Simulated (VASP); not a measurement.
# SnO (P4/nmm) in VASP: relaxation of cell and atoms with r2SCAN

Aim: the relaxation of cell and atoms of SnO with r2SCAN.

Everything below comes from runs of VASP 6.6.1. Logs are shortened: lines on timing, memory, paths and dates and some standing lists are left out, and cuts for length are marked.

## Step 1: The cell of the first run

It takes space group P4/nmm (No. 129, tetragonal). Conventional cell: a = 3.799 Å, b = 3.799 Å, c = 4.841 Å, α = 90.00°, β = 90.00°, γ = 90.00°. Sn (site symmetry 4mm) has 4 O at 2.22 Å within 2.9 Å. O (site symmetry -4m2) has 4 Sn at 2.22 Å and 4 O at 2.69 Å within 2.9 Å.

## Step 2: Relaxation of cell and atoms, r2SCAN

The input, POSCAR:

```
SnO
1.0
    3.7986000000      0.0000000000      0.0000000000
    0.0000000000      3.7986000000      0.0000000000
    0.0000000000      0.0000000000      4.8408000000
Sn O
2 2
Direct
    0.5000000000      0.0000000000      0.2369000000
    0.0000000000      0.5000000000      0.7631000000
    0.0000000000      0.0000000000      0.0000000000
    0.5000000000      0.5000000000      0.0000000000
```

The input, INCAR.step1:

```
SYSTEM = SnO
PREC = Accurate
ENCUT = 660
ISMEAR = -1
SIGMA = 0.1
LREAL = .FALSE.
LASPH = .TRUE.
NELM = 120
GGA = PE
ALGO = Normal
EDIFF = 1E-5
LWAVE = .TRUE.
LCHARG = .FALSE.
GGA_COMPAT = .FALSE.
IBRION = 2
ISIF = 3
EDIFFG = -0.005
NELMIN = 4
NSW = 100
```

The input, INCAR.step2:

```
SYSTEM = SnO
PREC = Accurate
ENCUT = 660
EDIFF = 1E-7
ISMEAR = -1
SIGMA = 0.1
LREAL = .FALSE.
LASPH = .TRUE.
NELM = 120
ALGO = Normal
ISIF = 3
LWAVE = .FALSE.
LCHARG = .FALSE.
METAGGA = R2SCAN
LMIXTAU = .TRUE.
IBRION = 2
NSW = 100
EDIFFG = -0.002
ISTART = 1
GGA_COMPAT = .FALSE.
NELMIN = 4
```

The input, KPOINTS:

```
regular mesh
0
G
  8 8 8
  0 0 0
```

Potentials or basis: VASP PAW PBE potentials, release 64 (Sn_d, O).

Run with:

```bash
$ cat potpaw_PBE.64/Sn_d/POTCAR potpaw_PBE.64/O/POTCAR > POTCAR
$ cp INCAR.step1 INCAR
$ mpirun -np 1 vasp_std > vasp.out
$ cp INCAR.step2 INCAR
$ mpirun -np 1 vasp_std > vasp.out
```

OUTCAR:

```text
SYSTEM = SnO
   PREC = Accurate
   ENCUT = 660
   EDIFF = 1E-7
   ISMEAR = -1
   LREAL = .FALSE.
   LASPH = .TRUE.
   NELM = 120
   ISIF = 3
   METAGGA = R2SCAN
   IBRION = 2
   NSW = 100
   EDIFFG = -0.002
   ISTART = 1
   NELMIN = 4

 ion  position               nearest neighbor table
   1  0.500  0.000  0.237-   3 2.22   4 2.22   4 2.22   3 2.22   2 3.53   2 3.53   2 3.53   2 3.53
                             2 3.70   2 3.70   2 3.70   2 3.70
   2  0.000  0.500  0.763-   3 2.22   4 2.22   3 2.22   4 2.22   1 3.53   1 3.53   1 3.53   1 3.53
                             1 3.70   1 3.70   1 3.70   1 3.70
   3  0.000  0.000  0.000-   1 2.22   2 2.22   2 2.22   1 2.22
   4  0.500  0.500  0.000-   1 2.22   2 2.22   1 2.22   2 2.22

  LATTYP: Found a simple tetragonal cell.
 ALAT       =     3.7986000000
 C/A-ratio  =     1.2743642395

  Lattice vectors:

 A1 = (   3.7986000000,   0.0000000000,   0.0000000000)
 A2 = (   0.0000000000,   3.7986000000,   0.0000000000)
 A3 = (   0.0000000000,   0.0000000000,   4.8408000000)

Analysis of symmetry for initial positions (statically):
=====================================================================
 Subroutine PRICEL returns:
 Original cell was already a primitive cell.

 Routine SETGRP: Setting up the symmetry group for a
 simple tetragonal supercell.

 Subroutine GETGRP returns: Found 16 space group operations
 (whereof  8 operations were pure point group operations)
 out of a pool of 16 trial point group operations.

The static configuration has the point symmetry D_2d.
 The point group associated with its full space group is D_4h.

Analysis of symmetry for dynamics (positions and initial velocities):
=====================================================================
 Subroutine PRICEL returns:
 Original cell was already a primitive cell.

 Routine SETGRP: Setting up the symmetry group for a
 simple tetragonal supercell.

 Subroutine GETGRP returns: Found 16 space group operations
 (whereof  8 operations were pure point group operations)
 out of a pool of 16 trial point group operations.

The dynamic configuration has the point symmetry D_2d.
 The point group associated with its full space group is D_4h.

 Subroutine INISYM returns: Found 16 space group operations
 (whereof  8 operations are pure point group operations),
 and found     1 'primitive' translations

----------------------------------------------------------------------------------------

                                     Primitive cell

  volume of cell :      69.8497

  direct lattice vectors                    reciprocal lattice vectors
     3.798600000  0.000000000  0.000000000     0.263254883  0.000000000  0.000000000
     0.000000000  3.798600000  0.000000000     0.000000000  0.263254883  0.000000000
     0.000000000  0.000000000  4.840800000     0.000000000  0.000000000  0.206577425

  length of vectors
     3.798600000  3.798600000  4.840800000     0.263254883  0.263254883  0.206577425

  position of ions in fractional coordinates (direct lattice)
     0.500000000  0.000000000  0.236900000
     0.000000000  0.500000000  0.763100000
     0.000000000  0.000000000  0.000000000
     0.500000000  0.500000000  0.000000000

  ion indices of the primitive-cell ions
   primitive index   ion index
                 1           1
                 2           2
                 3           3
                 4           4

----------------------------------------------------------------------------------------

 KPOINTS: regular mesh

Automatic generation of k-mesh.
 Grid dimensions read from file:
 generate k-points for:    8    8    8

 Generating k-lattice:

  Cartesian coordinates                     Fractional coordinates (reciprocal lattice)
     0.032906860  0.000000000  0.000000000     0.125000000  0.000000000  0.000000000
     0.000000000  0.032906860  0.000000000     0.000000000  0.125000000  0.000000000
     0.000000000  0.000000000  0.025822178     0.000000000  0.000000000  0.125000000

  Length of vectors
     0.032906860  0.032906860  0.025822178

  Shift w.r.t. Gamma in fractional coordinates (k-lattice)
     0.000000000  0.000000000  0.000000000

 Subroutine IBZKPT returns following result:
 ===========================================

 Found     75 irreducible k-points:

 Following reciprocal coordinates:
            Coordinates               Weight
  0.000000  0.000000  0.000000      1.000000
  0.125000  0.000000  0.000000      4.000000
  0.250000  0.000000  0.000000      4.000000
  0.375000  0.000000  0.000000      4.000000
  0.500000  0.000000  0.000000      2.000000
  0.125000  0.125000  0.000000      4.000000
[... 16 lines left out ...]
  0.375000  0.125000  0.125000     16.000000
  0.500000  0.125000  0.125000      8.000000
 [... further k-points ...]
   k-points           NKPTS =     75   k-points in BZ     NKDIM =     75   number of bands    NBANDS=     24
   number of dos      NEDOS =    301   number of ions     NIONS =      4
   total plane-waves  NPLWV =  43008
   dimension x,y,z NGX =    32 NGY =   32 NGZ =   42
   dimension x,y,z NGXF=    64 NGYF=   64 NGZF=   84
   ions per type =               2   2
   NGX,Y,Z   is equivalent  to a cutoff of  14.00, 14.00, 14.42 a.u.
   NGXF,Y,Z  is equivalent  to a cutoff of  28.01, 28.01, 28.85 a.u.
 SYSTEM =  SnO
   PREC   = accura    normal or accurate (medium, high low for compatibility)
   ISTART =      1    job   : 0-new  1-cont  2-samecut
   ICHARG =      0    charge: 1-file 2-atom 10-const
   ISPIN  =      1    spin polarized calculation?
   LNONCOLLINEAR =      F non collinear calculations
   LSORBIT =      F    spin-orbit coupling
   LASPH  =      T    aspherical Exc in radial PAW
   ENCUT  =  660.0 eV  48.51 Ry    6.96 a.u.   7.96  7.96 10.14*2*pi/ulx,y,z
   NELM   =    120;   NELMIN=  4; NELMDL=  0     # of ELM steps
   EDIFF  = 0.1E-06   stopping-criterion for ELM
   LREAL  =      F    real-space projection
   EDIFFG = -.2E-02   stopping-criterion for IOM
   NSW    =    100    number of steps for IOM
   IBRION =      2    ionic relax: 0-MD 1-quasi-New 2-CG
   NFREE  =      1    steps in history (QN), initial steepest desc. (CG)
   ISIF   =      3    stress and relaxation
   ISYM   =      2    0-nonsym 1-usesym 2-fastsym
   POTIM  = 0.5000    time-step for ionic-motion
   TEBEG  =    0.0;   TEEND  =   0.0 temperature during run
   PSTRESS=    0.0 pullay stress
   NELECT =      40.0000    total number of electrons
   NUPDOWN=      -1.0000    fix difference up-down
   EMIN   =  10.00;   EMAX   =-10.00  energy-range for DOS
   EFERMI =   0.00;   METHOD = LEGACY
   ISMEAR =    -1;   SIGMA  =   0.10  broadening in eV -4-tet -1-fermi 0-gaus
   EFERMI_NEDOS =   21; number of points for ismear=-14 and -15
   IALGO  =     38    algorithm
   IMIX   =      4    mixing-type and parameters
     AMIX     =   0.40;   BMIX     =  1.00
     AMIX_MAG =   1.60;   BMIX_MAG =  1.00
  volume/ion in A,a.u.               =      17.46       117.84
  Fermi-wavevector in a.u.,A,eV,Ry     =   1.359482  2.569048 25.146163  1.848191
  Thomas-Fermi vector in A             =   2.486226
   LORBIT       =      0    0 simple, 1 ext, 2 COOP (PROOUT), +10 PAW based schemes
   METAGGA = R2SCAN    functional components
   LHFCALC =     F    Hartree Fock is set to
   AEXX    =    0.0000 exact exchange contribution
   IVDW    =     0    specifies the selected vdW correction
   LEPSILON=     F    determine dielectric tensor
   LRPA    =     F    only Hartree local field effects (RPA)
 conjugate gradient relaxation of ions
 non-spin polarized calculation
  energy-cutoff  :      660.00
  volume of cell :       69.85
 maximum number of plane-waves:      2728
 NGX is ok and might be reduce to    32
   NGX = 15   NGY = 15   NGZ = 21

--------------------------------------- Ionic step        1  -------------------------------------------

 number of electron      40.0000020 magnetization

 Free energy of the ion-electron system (eV)
  ---------------------------------------------------
  ext. energy  EPLUGINS =         0.00000000
  ---------------------------------------------------
  free energy    TOTEN  =       -66.91432244 eV

  energy without entropy =      -66.91143275  energy(sigma->0) =      -66.91287759

------------------------ aborting loop because EDIFF is reached ----------------------------------------

  FORCE on cell =-STRESS in cart. coord.  units (eV):
  Direction    XX          YY          ZZ          XY          YZ          ZX
  --------------------------------------------------------------------------------------
  -------------------------------------------------------------------------------------
  Total        0.5261841      0.5261841      0.4720882      0.0000000      0.0000000      0.0000000
  in kB       12.0693549     12.0693549     10.8285282      0.0000000      0.0000000      0.0000000
  external PRESSURE =      11.6557460 kB  Pullay stress =       0.0000000 kB
[... 95 lines left out ...]
  FREE ENERGIE OF THE ION-ELECTRON SYSTEM (eV)
  ---------------------------------------------------
  free  energy   TOTEN  =       -66.9169618459 eV

  energy  without entropy=      -66.9141874055  energy(sigma->0) =      -66.91557463

[... ionic steps 4 to 13 ...]

--------------------------------------- Ionic step       14  -------------------------------------------

 number of electron      40.0000021 magnetization

------------------------ aborting loop because EDIFF is reached ----------------------------------------

  FORCE on cell =-STRESS in cart. coord.  units (eV):
  Direction    XX          YY          ZZ          XY          YZ          ZX
  --------------------------------------------------------------------------------------
  -------------------------------------------------------------------------------------
  Total        0.0072174      0.0072174     -0.0047503      0.0000000      0.0000000      0.0000000
  in kB        0.1627259      0.1627259     -0.1071019      0.0000000      0.0000000      0.0000000
  external PRESSURE =       0.0727833 kB  Pullay stress =       0.0000000 kB
[... 61 lines left out ...]
  energy  without entropy=      -66.9152549552  energy(sigma->0) =      -66.91639045

--------------------------------------- Ionic step       16  -------------------------------------------

 number of electron      40.0000021 magnetization

 Free energy of the ion-electron system (eV)
  ---------------------------------------------------
  ext. energy  EPLUGINS =         0.00000000
  ---------------------------------------------------
  free energy    TOTEN  =       -66.91752690 eV

  energy without entropy =      -66.91527082  energy(sigma->0) =      -66.91639886

 E-fermi :   7.1809     XC(G=0): -10.8462

 val. band max:        6.9773864933   @ k =   0.0000   0.0000   0.0000
 cond. band min:       7.2553008421   @ k =   0.5000   0.5000   0.0000
 fundamental gap:      0.2779143488
 Fermi energy:         7.1808527988

 k-point     1 :       0.0000    0.0000    0.0000
  band No.  band energies     occupation
      1     -15.9471      2.00000
      2     -15.4014      2.00000
      3     -15.3873      2.00000
      4     -15.3873      2.00000
      5     -15.3421      2.00000
      6     -15.3192      2.00000
[... 637 lines left out ...]
     23      12.4194      0.00000
     24      12.4194      0.00000

 [... further k-points ...]

------------------------ aborting loop because EDIFF is reached ----------------------------------------

  FORCE on cell =-STRESS in cart. coord.  units (eV):
  Direction    XX          YY          ZZ          XY          YZ          ZX
  --------------------------------------------------------------------------------------
  -------------------------------------------------------------------------------------
  Total       -0.0020450     -0.0020450     -0.0036118      0.0000000     -0.0000000      0.0000000
  in kB       -0.0460943     -0.0460943     -0.0814085      0.0000000     -0.0000000      0.0000000
  external PRESSURE =      -0.0578657 kB  Pullay stress =       0.0000000 kB
[... 19 lines left out ...]
  FREE ENERGIE OF THE ION-ELECTRON SYSTEM (eV)
  ---------------------------------------------------
  free  energy   TOTEN  =       -66.9175269033 eV

  energy  without entropy=      -66.9152708182  energy(sigma->0) =      -66.91639886

 reached required accuracy - stopping structural energy minimisation
```

It took 57 min on 1 thread of Intel Xeon Platinum 8488C (Sapphire Rapids), shared host; peak memory 0.34 GiB.

Results:

| Item | Value |
| --- | --- |
| Free energy | -66.9175 eV |
| Relaxed volume | 17.77 Å³/atom |
| Relaxed cell | a = 3.812 Å, b = 3.812 Å, c = 4.892 Å, α = 90.00°, β = 90.00°, γ = 90.00° |
| Space group after relaxing (to 0.1 Å) | P4/nmm (No. 129) |
| Energy gained by relaxing | 0.8 meV/atom |
| Ionic steps | 16 |
| Pressure after relaxing | 0.0 GPa |
| Band gap on the k mesh | 0.28 eV (least direct gap 2.34 eV) |

The path:
| step | energy change (eV) | largest force (eV/Å) | pressure (GPa) | volume (Å³) |
| --- | --- | --- | --- | --- |
| 1 | 0.0000 | 0.1502 | 1.17 | 69.85 |
| 2 | 0.0009 | 0.2535 | -1.13 | 71.14 |
| 3 | -0.0026 | 0.0401 | 0.08 | 70.44 |
| 4 | -0.0026 | 0.0439 | 0.06 | 70.46 |
| 5 | -0.0028 | 0.0296 | 0.03 | 70.55 |
| 6 | -0.0029 | 0.0034 | -0.01 | 70.73 |
| 7 | -0.0030 | 0.0054 | 0.04 | 70.78 |
| 8 | -0.0031 | 0.0180 | 0.11 | 70.86 |
| 9 | -0.0030 | 0.0429 | 0.26 | 71.00 |
| 10 | -0.0031 | 0.0254 | 0.15 | 70.90 |
| 11 | -0.0032 | 0.0098 | 0.08 | 70.98 |
| 12 | -0.0032 | 0.0032 | 0.01 | 71.05 |
| 13 | -0.0032 | 0.0035 | 0.01 | 71.06 |
| 14 | -0.0032 | 0.0041 | 0.01 | 71.06 |
| 15 | -0.0032 | 0.0033 | 0.00 | 71.07 |
| 16 | -0.0032 | 0.0019 | -0.01 | 71.08 |

Final structure:
```xyz
4
Lattice="3.8117 0.0000 0.0000 0.0000 3.8117 0.0000 0.0000 0.0000 4.8925" Properties=species:S:1:pos:R:3 pbc="T T T"
Sn    1.9058    0.0000    1.1519
Sn    0.0000    1.9058    3.7405
O     0.0000    0.0000    0.0000
O     1.9058    1.9058    0.0000
```

Caveat: semilocal functionals underestimate gaps, and a narrow one can read as zero; the PAW data sets were made with another functional, which shifts forces and pressure a little; spin-orbit coupling is left out, which moves the levels of the heavy elements.
